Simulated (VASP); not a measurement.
# GaSb (F-43m) in VASP: further runs

Runs on GaSb. Level: PBEsol. Tasks: relaxation of cell and atoms, single point.

Program: VASP 6.6.1. These are calculated values, not measurements. Logs are shortened: lines on timing, memory, paths and dates and some standing lists are left out, and cuts for length are marked.

### 1 The cell of the first run

Symmetry: F-43m, No. 216, cubic system. Conventional cell: a = 6.113 Å, b = 6.113 Å, c = 6.113 Å, α = 90.00°, β = 90.00°, γ = 90.00°. Within 3.5 Å of Ga (site symmetry -43m) lie 4 Sb at 2.65 Å. Within 3.5 Å of Sb (site symmetry -43m) lie 4 Ga at 2.65 Å.

### 2 Relaxation of cell and atoms, PBEsol, target pressure 4 GPa, at which the enthalpy is minimised

INCAR

```
SYSTEM = GaSb
PREC = Accurate ; ENCUT = 600
EDIFF = 1E-7 ; ISMEAR = -1
SIGMA = 0.15 ; LREAL = .FALSE.
LASPH = .TRUE. ; NELM = 100
ALGO = Normal ; ISIF = 3
LWAVE = .FALSE. ; LCHARG = .FALSE.
GGA = PS ; IBRION = 2
NSW = 80 ; EDIFFG = -0.001
PSTRESS = 40.0
```

KPOINTS

```
regular mesh
0
G
  12 12 12
  0 0 0
```

POSCAR

```
GaSb
1.0
    0.0000000000      3.0562701467      3.0562701467
    3.0562701467      0.0000000000      3.0562701467
    3.0562701467      3.0562701467      0.0000000000
Ga Sb
1 1
Direct
    0.0000000000      0.0000000000      0.0000000000
    0.7500000000      0.7500000000      0.7500000000
```

Potentials or basis: VASP PAW PBE potentials, release 64 (Ga_d, Sb).

Launch:

```
$ cat potpaw_PBE.64/Ga_d/POTCAR potpaw_PBE.64/Sb/POTCAR > POTCAR
$ mpirun -np 1 vasp_std > vasp.out
```

OUTCAR:

```text
SYSTEM = GaSb
   PREC = Accurate
   ENCUT = 600
   EDIFF = 1E-7
   ISMEAR = -1
   LREAL = .FALSE.
   LASPH = .TRUE.
   NELM = 100
   ISIF = 3
   GGA = PS
   IBRION = 2
   NSW = 80
   EDIFFG = -0.001
   PSTRESS = 40.0

 ion  position               nearest neighbor table
   1  0.000  0.000  0.000-   2 2.65   2 2.65   2 2.65   2 2.65
   2  0.750  0.750  0.750-   1 2.65   1 2.65   1 2.65   1 2.65

  LATTYP: Found a face centered cubic cell.
 ALAT       =     6.1125402934

  Lattice vectors:

 A1 = (   0.0000000000,   3.0562701467,   3.0562701467)
 A2 = (   3.0562701467,   0.0000000000,   3.0562701467)
 A3 = (   3.0562701467,   3.0562701467,   0.0000000000)

Analysis of symmetry for initial positions (statically):
=====================================================================
 Subroutine PRICEL returns:
 Original cell was already a primitive cell.

 Routine SETGRP: Setting up the symmetry group for a
 face centered cubic supercell.

 Subroutine GETGRP returns: Found 24 space group operations
 (whereof 24 operations were pure point group operations)
 out of a pool of 48 trial point group operations.

The static configuration has the point symmetry T_d .

Analysis of symmetry for dynamics (positions and initial velocities):
=====================================================================
 Subroutine PRICEL returns:
 Original cell was already a primitive cell.

 Routine SETGRP: Setting up the symmetry group for a
 face centered cubic supercell.

 Subroutine GETGRP returns: Found 24 space group operations
 (whereof 24 operations were pure point group operations)
 out of a pool of 48 trial point group operations.

The dynamic configuration has the point symmetry T_d .

 Subroutine INISYM returns: Found 24 space group operations
 (whereof 24 operations are pure point group operations),
 and found     1 'primitive' translations

----------------------------------------------------------------------------------------

                                     Primitive cell

  volume of cell :      57.0959

  direct lattice vectors                    reciprocal lattice vectors
     0.000000000  3.056270147  3.056270147    -0.163598104  0.163598104  0.163598104
     3.056270147  0.000000000  3.056270147     0.163598104 -0.163598104  0.163598104
     3.056270147  3.056270147  0.000000000     0.163598104  0.163598104 -0.163598104

  length of vectors
     4.322218692  4.322218692  4.322218692     0.283360227  0.283360227  0.283360227

  position of ions in fractional coordinates (direct lattice)
     0.000000000  0.000000000  0.000000000
     0.750000000  0.750000000  0.750000000

  ion indices of the primitive-cell ions
   primitive index   ion index
                 1           1
                 2           2

----------------------------------------------------------------------------------------

 KPOINTS: regular mesh

Automatic generation of k-mesh.
 Grid dimensions read from file:
 generate k-points for:   12   12   12

 Generating k-lattice:

  Cartesian coordinates                     Fractional coordinates (reciprocal lattice)
    -0.013633175  0.013633175  0.013633175     0.083333333  0.000000000  0.000000000
     0.013633175 -0.013633175  0.013633175     0.000000000  0.083333333  0.000000000
     0.013633175  0.013633175 -0.013633175     0.000000000  0.000000000  0.083333333

  Length of vectors
     0.023613352  0.023613352  0.023613352

  Shift w.r.t. Gamma in fractional coordinates (k-lattice)
     0.000000000  0.000000000  0.000000000

 Subroutine IBZKPT returns following result:
 ===========================================

 Found     72 irreducible k-points:

 Following reciprocal coordinates:
            Coordinates               Weight
  0.000000  0.000000  0.000000      1.000000
  0.083333  0.000000  0.000000      8.000000
  0.166667  0.000000  0.000000      8.000000
  0.250000  0.000000  0.000000      8.000000
  0.333333  0.000000  0.000000      8.000000
  0.416667  0.000000  0.000000      8.000000
[... 16 lines left out ...]
  0.500000  0.166667  0.000000     24.000000
 -0.416667  0.166667  0.000000     24.000000
 [... further k-points ...]
   k-points           NKPTS =     72   k-points in BZ     NKDIM =     72   number of bands    NBANDS=     13
   number of dos      NEDOS =    301   number of ions     NIONS =      2
   total plane-waves  NPLWV =  46656
   dimension x,y,z NGX =    36 NGY =   36 NGZ =   36
   dimension x,y,z NGXF=    72 NGYF=   72 NGZF=   72
   ions per type =               1   1
   NGX,Y,Z   is equivalent  to a cutoff of  13.85, 13.85, 13.85 a.u.
   NGXF,Y,Z  is equivalent  to a cutoff of  27.69, 27.69, 27.69 a.u.
 SYSTEM =  GaSb
   PREC   = accura    normal or accurate (medium, high low for compatibility)
   ISTART =      0    job   : 0-new  1-cont  2-samecut
   ICHARG =      2    charge: 1-file 2-atom 10-const
   ISPIN  =      1    spin polarized calculation?
   LNONCOLLINEAR =      F non collinear calculations
   LSORBIT =      F    spin-orbit coupling
   LASPH  =      T    aspherical Exc in radial PAW
   ENCUT  =  600.0 eV  44.10 Ry    6.64 a.u.   8.63  8.63  8.63*2*pi/ulx,y,z
   NELM   =    100;   NELMIN=  2; NELMDL= -5     # of ELM steps
   EDIFF  = 0.1E-06   stopping-criterion for ELM
   LREAL  =      F    real-space projection
   EDIFFG = -.1E-02   stopping-criterion for IOM
   NSW    =     80    number of steps for IOM
   IBRION =      2    ionic relax: 0-MD 1-quasi-New 2-CG
   NFREE  =      1    steps in history (QN), initial steepest desc. (CG)
   ISIF   =      3    stress and relaxation
   ISYM   =      2    0-nonsym 1-usesym 2-fastsym
   POTIM  = 0.5000    time-step for ionic-motion
   TEBEG  =    0.0;   TEEND  =   0.0 temperature during run
   PSTRESS=   40.0 pullay stress
   NELECT =      18.0000    total number of electrons
   NUPDOWN=      -1.0000    fix difference up-down
   EMIN   =  10.00;   EMAX   =-10.00  energy-range for DOS
   EFERMI =   0.00;   METHOD = LEGACY
   ISMEAR =    -1;   SIGMA  =   0.15  broadening in eV -4-tet -1-fermi 0-gaus
   EFERMI_NEDOS =   21; number of points for ismear=-14 and -15
   IALGO  =     38    algorithm
   IMIX   =      4    mixing-type and parameters
     AMIX     =   0.40;   BMIX     =  1.00
     AMIX_MAG =   1.60;   BMIX_MAG =  1.00
  volume/ion in A,a.u.               =      28.55       192.65
  Fermi-wavevector in a.u.,A,eV,Ry     =   1.114202  2.105536 16.890899  1.241446
  Thomas-Fermi vector in A             =   2.250795
   LORBIT       =      0    0 simple, 1 ext, 2 COOP (PROOUT), +10 PAW based schemes
   GGA     = PS    functional components
   LHFCALC =     F    Hartree Fock is set to
   AEXX    =    0.0000 exact exchange contribution
   IVDW    =     0    specifies the selected vdW correction
   LEPSILON=     F    determine dielectric tensor
   LRPA    =     F    only Hartree local field effects (RPA)
 conjugate gradient relaxation of ions
 non-spin polarized calculation
  energy-cutoff  :      600.00
  volume of cell :       57.10
 maximum number of plane-waves:      1932
   NGX = 17   NGY = 17   NGZ = 17

--------------------------------------- Ionic step        1  -------------------------------------------

 number of electron      18.0000006 magnetization

 Free energy of the ion-electron system (eV)
  ---------------------------------------------------
  ext. energy  EPLUGINS =         0.00000000
  ---------------------------------------------------
  free energy    TOTEN  =        -8.15699399 eV

  energy without entropy =       -8.15038669  energy(sigma->0) =       -8.15369034

------------------------ aborting loop because EDIFF is reached ----------------------------------------

  FORCE on cell =-STRESS in cart. coord.  units (eV):
  Direction    XX          YY          ZZ          XY          YZ          ZX
  --------------------------------------------------------------------------------------
  -------------------------------------------------------------------------------------
  Total        0.0294156      0.0294156      0.0294156      0.0000000     -0.0000000     -0.0000000
  in kB        0.8254359      0.8254359      0.8254359      0.0000000     -0.0000000     -0.0000000
  external PRESSURE =     -39.1745641 kB  Pullay stress =      40.0000000 kB
[... 61 lines left out ...]
  enthalpy is  TOTEN    =        -6.7611531689 eV   P V=        1.2862490399

--------------------------------------- Ionic step        3  -------------------------------------------

 number of electron      17.9999999 magnetization

 Free energy of the ion-electron system (eV)
  ---------------------------------------------------
  ext. energy  EPLUGINS =         0.00000000
  ---------------------------------------------------
  free energy    TOTEN  =        -8.11405450 eV

  energy without entropy =       -8.10878420  energy(sigma->0) =       -8.11141935

 E-fermi :   5.6810     XC(G=0):  -9.5647

 val. band max:        5.4450989953   @ k =   0.0000   0.0000   0.0000
 cond. band min:       5.9291155202   @ k =   0.0000   0.0000   0.0000
 fundamental gap:      0.4840165249
 Fermi energy:         5.6809628000

 k-point     1 :       0.0000    0.0000    0.0000
  band No.  band energies     occupation
      1      -9.6995      2.00000
      2      -9.6995      2.00000
      3      -9.6995      2.00000
      4      -9.6377      2.00000
      5      -9.6377      2.00000
      6      -6.5514      2.00000
      7       5.4451      1.65626
      8       5.4451      1.65626
      9       5.4451      1.65626
     10       5.9291      0.32104
     11       8.1807      0.00000
     12       8.1807      0.00000
     13       8.1807      0.00000
[... 353 lines left out ...]
 k-point    24 :      -0.4167    0.1667    0.0000
  band No.  band energies     occupation
      1      -9.7407      2.00000
      2      -9.6829      2.00000
      3      -9.6816      2.00000
      4      -9.6400      2.00000
      5      -9.6380      2.00000
      6      -4.5291      2.00000
      7      -1.1868      2.00000
      8       2.4511      2.00000
      9       3.8234      1.99999
     10       7.1979      0.00008
     11       9.2068      0.00000
     12      10.0357      0.00000
     13      12.5089      0.00000

 [... further k-points ...]

------------------------ aborting loop because EDIFF is reached ----------------------------------------

  FORCE on cell =-STRESS in cart. coord.  units (eV):
  Direction    XX          YY          ZZ          XY          YZ          ZX
  --------------------------------------------------------------------------------------
  -------------------------------------------------------------------------------------
  Total        1.3371000      1.3371000      1.3371000     -0.0000000     -0.0000000     -0.0000000
  in kB       40.0375269     40.0375269     40.0375269     -0.0000000     -0.0000000     -0.0000000
  external PRESSURE =       0.0375269 kB  Pullay stress =      40.0000000 kB
[... 17 lines left out ...]
  FREE ENERGIE OF THE ION-ELECTRON SYSTEM (eV)
  ---------------------------------------------------
  free  energy   TOTEN  =        -8.1140544950 eV

  energy  without entropy=       -8.1087841982  energy(sigma->0) =       -8.11141935

  enthalpy is  TOTEN    =        -6.7782077537 eV   P V=        1.3358467414

 reached required accuracy - stopping structural energy minimisation
```

Run time: 4.9 min. Hardware: 1 thread of Intel Xeon 8259CL, shared host; peak memory 0.26 GiB.

What came out:

| Quantity | Value |
| --- | --- |
| Free energy | -8.1141 eV |
| Relaxed volume | 26.75 Å³/atom |
| Relaxed cell | a = 4.230 Å, b = 4.230 Å, c = 4.230 Å, α = 60.00°, β = 60.00°, γ = 60.00° |
| Space group after relaxing (to 0.1 Å) | F-43m (No. 216) |
| Energy change on relaxing (the run minimises the enthalpy) | +21.5 meV/atom |
| Ionic steps | 3 |
| Pressure after relaxing | 4.0 GPa |
| Band gap on the k mesh | 0.48 eV |

The path:
| step | energy change (eV) | largest force (eV/Å) | pressure (GPa) | volume (Å³) |
| --- | --- | --- | --- | --- |
| 1 | 0.0000 | 0.0000 | 0.08 | 57.10 |
| 2 | 0.1096 | 0.0000 | 6.85 | 51.52 |
| 3 | 0.0429 | 0.0000 | 4.00 | 53.51 |

Final structure:
```
CELL_PARAMETERS angstrom
0.00000 2.99083 2.99083
2.99083 0.00000 2.99083
2.99083 2.99083 0.00000
ATOMIC_POSITIONS crystal
Ga 0.00000 0.00000 0.00000
Sb 0.75000 0.75000 0.75000
```

Caveat: the cell is relaxed towards a set pressure, so the run minimises the enthalpy, not the energy; the PAW data sets were made with another functional, which shifts forces and pressure a little; spin-orbit coupling is left out, which moves the levels of the heavy elements.

### 3 Single point, PBEsol

INCAR

```
SYSTEM = GaSb
ALGO = Normal ; EDIFF = 1E-7
ENCUT = 520 ; GGA = PS
ISIF = 2 ; ISMEAR = 0
ISYM = 0 ; LASPH = .TRUE.
LCHARG = .FALSE. ; LREAL = .FALSE.
LWAVE = .FALSE. ; NBANDS = 16
NELM = 60 ; PREC = Accurate
SIGMA = 0.1
```

KPOINTS

```
k-points
0
G
  9 9 10
  0 0 0
```

POSCAR

```
GaSb
1.0
    4.3212908972      0.0000000000      0.0000000000
   -2.1606454486      3.7423476941      0.0000000000
    2.1606454486     -1.2474492314      3.5283192428
Ga Sb
1 1
Direct
    0.0000000000      0.0000000000      0.0000000000
    0.7500000000      0.2500000000      0.7500000000
```

Potentials or basis: VASP PAW PBE potentials, release 64 (Ga_d, Sb).

Launch:

```
$ cat potpaw_PBE.64/Ga_d/POTCAR potpaw_PBE.64/Sb/POTCAR > POTCAR
$ mpirun -np 1 vasp_std > vasp.out
```

It took 3.2 min on 1 thread of AMD EPYC 7R13 (Zen 3), shared host; peak memory 0.46 GiB.

The run converged. Its results:

| Item | Value |
| --- | --- |
| Free energy | -8.1528 eV |
| Pressure | 0.1 GPa |

Levels at points of the mesh, in eV from the Fermi level:
```csv
k point,band 6,band 7,band 8,band 9,band 10,band 11,band 12,band 13
"(0.00, 0.00, 0.00)",-11.58,-0.05,-0.05,-0.05,-0.04,2.70,2.71,2.71
"(0.00, 0.00, 0.50)",-9.94,-6.46,-1.22,-1.22,0.30,3.66,3.67,6.26
```

Caveat: the PAW data sets were made with another functional, which shifts forces and pressure a little; spin-orbit coupling is left out, which moves the levels of the heavy elements.

### 4 Single point, PBEsol

This run uses another cell than the first one, of 27.54 Å³/atom.

INCAR

```
SYSTEM = GaSb
PREC = Accurate ; ENCUT = 520
EDIFF = 1E-6 ; ISMEAR = -1
SIGMA = 0.15 ; LREAL = .False.
LASPH = .True. ; NELM = 60
ALGO = Normal ; ISIF = 2
LWAVE = .False. ; LCHARG = .False.
GGA = PS ; NBANDS = 16
```

KPOINTS

```
regular mesh
0
Gamma
  12 12 12
  0 0 0
```

POSCAR

```
GaSb
1.0
    0.0000000000      3.0199227350      3.0199227350
    3.0199227350      0.0000000000      3.0199227350
    3.0199227350      3.0199227350      0.0000000000
Ga Sb
1 1
Direct
    0.0000000000      0.0000000000      0.0000000000
    0.7500000000      0.7500000000      0.7500000000
```

Potentials or basis: VASP PAW PBE potentials, release 64 (Ga_d, Sb).

Launch:

```
$ cat potpaw_PBE.64/Ga_d/POTCAR potpaw_PBE.64/Sb/POTCAR > POTCAR
$ mpirun -np 1 vasp_std > vasp.out
```

OUTCAR:

```text
SYSTEM = GaSb
   PREC = Accurate
   ENCUT = 520
   EDIFF = 1E-6
   ISMEAR = -1
   LREAL = .False.
   LASPH = .True.
   NELM = 60
   ISIF = 2
   GGA = PS

 ion  position               nearest neighbor table
   1  0.000  0.000  0.000-   2 2.62   2 2.62   2 2.62   2 2.62
   2  0.750  0.750  0.750-   1 2.62   1 2.62   1 2.62   1 2.62

  LATTYP: Found a face centered cubic cell.
 ALAT       =     6.0398454700

  Lattice vectors:

[... 641 lines left out ...]

------------------------ aborting loop because EDIFF is reached ----------------------------------------

  FORCE on cell =-STRESS in cart. coord.  units (eV):
  Direction    XX          YY          ZZ          XY          YZ          ZX
  --------------------------------------------------------------------------------------
  -------------------------------------------------------------------------------------
  Total        0.7256873      0.7256873      0.7256873      0.0000000      0.0000000      0.0000000
  in kB       21.1077813     21.1077813     21.1077813      0.0000000      0.0000000      0.0000000
  external PRESSURE =      21.1077813 kB  Pullay stress =       0.0000000 kB

 VOLUME and BASIS-vectors are now :
 -----------------------------------------------------------------------------
  energy-cutoff  :      520.00
  volume of cell :       55.08
      direct lattice vectors                 reciprocal lattice vectors
     0.000000000  3.019922735  3.019922735    -0.165567150  0.165567150  0.165567150
     3.019922735  0.000000000  3.019922735     0.165567150 -0.165567150  0.165567150
     3.019922735  3.019922735  0.000000000     0.165567150  0.165567150 -0.165567150

 POSITION                                       TOTAL-FORCE (eV/Angst)
 -----------------------------------------------------------------------------------
      0.00000      0.00000      0.00000         0.000000      0.000000      0.000000
      4.52988      4.52988      4.52988        -0.000000     -0.000000     -0.000000
 -----------------------------------------------------------------------------------
    total drift:                               -0.000000     -0.000000     -0.000001

  FREE ENERGIE OF THE ION-ELECTRON SYSTEM (eV)
  ---------------------------------------------------
  free  energy   TOTEN  =        -8.1435862947 eV

  energy  without entropy=       -8.1378258074  energy(sigma->0) =       -8.14070605
```

stdout:

```text
POSCAR found type information on POSCAR GaSb
 POSCAR found :  2 types and       2 ions
 scaLAPACK will be used
 -----------------------------------------------------------------------------
|                                                                             |
|                                                                             |
|     You enforced a specific xc type in the INCAR file but a different       |
|     I HOPE YOU KNOW WHAT YOU ARE DOING!                                     |
|                                                                             |
 -----------------------------------------------------------------------------

 LDA part: xc-table for (Slater+PW92), standard interpolation
 POSCAR, INCAR and KPOINTS ok, starting setup
 FFT: planning ... GRIDC
 FFT: planning ... GRID_SOFT
 FFT: planning ... GRID
 WAVECAR not read
 entering main loop
```

Wall time 44 s (1 thread of AMD EPYC 7R43 (Zen 3), shared host); peak memory 0.19 GiB.

Results:

```
Free energy            : -8.1436 eV
Pressure               : 2.1 GPa
Band gap on the k mesh : 0.27 eV
```

Levels at points of the mesh, in eV from the valence-band top:
| k point | band 6 | band 7 | band 8 | band 9 | band 10 | band 11 | band 12 | band 13 |
| --- | --- | --- | --- | --- | --- | --- | --- | --- |
| (0.00, 0.00, 0.00) | -11.78 | 0.00 | 0.00 | 0.00 | 0.27 | 2.75 | 2.75 | 2.75 |
| (0.50, 0.00, 0.00) | -10.05 | -6.59 | -1.22 | -1.22 | 0.43 | 3.72 | 3.72 | 6.29 |
| (0.50, 0.50, 0.00) | -9.16 | -7.01 | -2.73 | -2.73 | 0.79 | 1.09 | 8.92 | 8.92 |

Caveat: the PAW data sets were made with another functional, which shifts forces and pressure a little; spin-orbit coupling is left out, which moves the levels of the heavy elements. A k mesh can miss the band edges.

(Continued in part 2 of 2.)
